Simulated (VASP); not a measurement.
Input of a VASP 6.6.1 run:

The input INCAR:

```
  PREC = Accurate
  ENCUT = 600
  EDIFF = 1E-6
  ISMEAR = -1
  SIGMA = 0.05
  LREAL = F
  LASPH = T
  NELM = 60
  ALGO = Normal
  ISIF = 3
  LWAVE = F
  LCHARG = F
  GGA = RP
  IVDW = 12
  IBRION = 2
  NSW = 60
  EDIFFG = -0.01
```

File KPOINTS:

```
regular mesh
0
Gamma
  7 7 7
```

POSCAR

```
SnTe
1.0
    0.0000000000      3.1508500000      3.1508500000
    3.1508500000      0.0000000000      3.1508500000
    3.1508500000      3.1508500000      0.0000000000
Te Sn
1 1
Direct
    0.5000000000      0.5000000000      0.5000000000
    0.0000000000      0.0000000000      0.0000000000
```

Potentials or basis: VASP PAW PBE potentials, release 64 (Te, Sn_d).

Run with:

```console
$ cat potpaw_PBE.64/Te/POTCAR potpaw_PBE.64/Sn_d/POTCAR > POTCAR
$ mpirun -np 1 vasp_std > vasp.out
```

Estimate the space group after relaxing (to 0.05 Å).

Fm-3m (No. 225).

Predict the relaxed cell.

a = 4.154 Å, b = 4.154 Å, c = 4.154 Å, α = 60.00°, β = 60.00°, γ = 60.00°.

Estimate the relaxed volume.

25.34 Å³/atom.

Step by step:
```csv
step,energy change (eV),largest force (eV/Å),pressure (GPa),volume (Å³)
1,0.0000,0.0000,-10.41,62.56
2,-0.3622,0.0000,8.68,45.91
3,-0.4751,0.0000,0.25,50.47
4,-0.4752,0.0000,-0.10,50.70
5,-0.4752,0.0000,-0.11,50.70
6,-0.4752,0.0000,-0.12,50.69
7,-0.4752,0.0000,-0.10,50.69
8,-0.4752,0.0000,-0.10,50.69
9,-0.4752,0.0000,-0.10,50.69
10,-0.4752,0.0000,-0.10,50.69
11,-0.4752,0.0000,-0.10,50.69
12,-0.4752,0.0000,-0.10,50.69
13,-0.4752,0.0000,-0.10,50.69
14,-0.4752,0.0000,-0.11,50.69
15,-0.4752,0.0000,-0.12,50.69
16,-0.4752,0.0000,-0.06,50.68
```

Caveat: the volume moved by over 15 % at a fixed basis, so the end points are rough; the PAW data sets were made with another functional, which shifts forces and pressure a little; the volume moved by -19 % from the deposited cell, more than functionals usually miss.
